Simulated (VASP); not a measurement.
A run of VASP 6.6.1:

File INCAR:

```
PREC = Accurate ; ENCUT = 1330
EDIFF = 1E-7 ; ISMEAR = 0
SIGMA = 0.1 ; LREAL = False
LASPH = True ; NELM = 120
ALGO = Normal ; ISIF = 3
LWAVE = False ; LCHARG = False
GGA = PE ; IBRION = 2
NSW = 90 ; EDIFFG = -0.04
GGA_COMPAT = False ; NELMIN = 4
```

The input KPOINTS:

```
regular mesh
0
Gamma
  6 6 4
```

File POSCAR:

```
BN
1.0
    2.4822592900      0.0000000000      0.0000000000
   -1.2411296500      2.1496996100      0.0000000000
    0.0000000000      0.0000000000      6.8736263400
B N
2 2
Direct
    0.0000000000      0.0000000000      0.8815373700
    0.3333333300      0.6666666700      0.4539678800
    0.3333333300      0.6666666700      0.0418162800
    0.6666666700      0.3333333300      0.6226784600
```

Potentials or basis: VASP PAW PBE potentials, release 64 (B_h, N_h).

Command:

```sh
$ cat potpaw_PBE.64/B_h/POTCAR potpaw_PBE.64/N_h/POTCAR > POTCAR
$ mpirun -np 1 vasp_std > vasp.out
```

Hardware: 1 thread of AMD EPYC 7R13 Processor (Zen 3), on a shared host.

Task: How long does it take, and how much memory?

Result: Run time: 20 min on 1 thread of AMD EPYC 7R13 Processor (Zen 3), with other jobs on the host, peak memory 0.25 GiB. Counts: scf iterations 382, k points 24, ion steps 43.
